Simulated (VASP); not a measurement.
Set up this calculation in VASP 6.6.1, as the native input.

| Item | Value |
| --- | --- |
| Task | single point |
| Functional | PBE |
| Potentials or basis | VASP PAW PBE potentials, release 64 (La, B) |
| Cutoff | 520 eV |
| k mesh | 10 × 10 × 10 |
| Occupations | gaussian, width 0.05 eV |
| Spin | no spin polarisation |
| Dipole correction | no |
| Further INCAR settings | ALGO = Normal; EDIFF = 1e-06; NBANDS = 14 |

The structure of LaB lies in POSCAR:

```
LaB
1.0
    0.0000000000      2.8357827665      2.8357827665
    2.8357827665      0.0000000000      2.8357827665
    2.8357827665      2.8357827665      0.0000000000
La B
1 1
Direct
    0.5000000000      0.5000000000      0.5000000000
    0.0000000000      0.0000000000      0.0000000000
```

The input as run:

INCAR

```
SYSTEM = LaB
ALGO = Normal ; EDIFF = 1E-6
ENCUT = 520 ; GGA = PE
ISIF = 2 ; ISMEAR = 0
LASPH = .TRUE. ; LCHARG = .FALSE.
LREAL = .FALSE. ; LWAVE = .FALSE.
NBANDS = 14 ; NELM = 100
PREC = Accurate ; SIGMA = 0.05
```

KPOINTS

```
k-points
0
G
  10 10 10
  0 0 0
```

Potentials or basis: VASP PAW PBE potentials, release 64 (La, B).

The run is started by

```sh
$ cat potpaw_PBE.64/La/POTCAR potpaw_PBE.64/B/POTCAR > POTCAR
$ mpirun -np 1 vasp_std > vasp.out
```

Results of the run:

| Property | Result |
| --- | --- |
| Pressure | 0.0 GPa |
| Band gap on the k mesh | zero (bands 7 and 8 overlap by 1.94 eV) |

Caveat: spin-orbit coupling is left out, which moves the levels of the heavy elements.

It took 31 s on 1 thread of AMD EPYC 7R13 Processor (Zen 3) (shared host), peak memory 0.17 GiB.
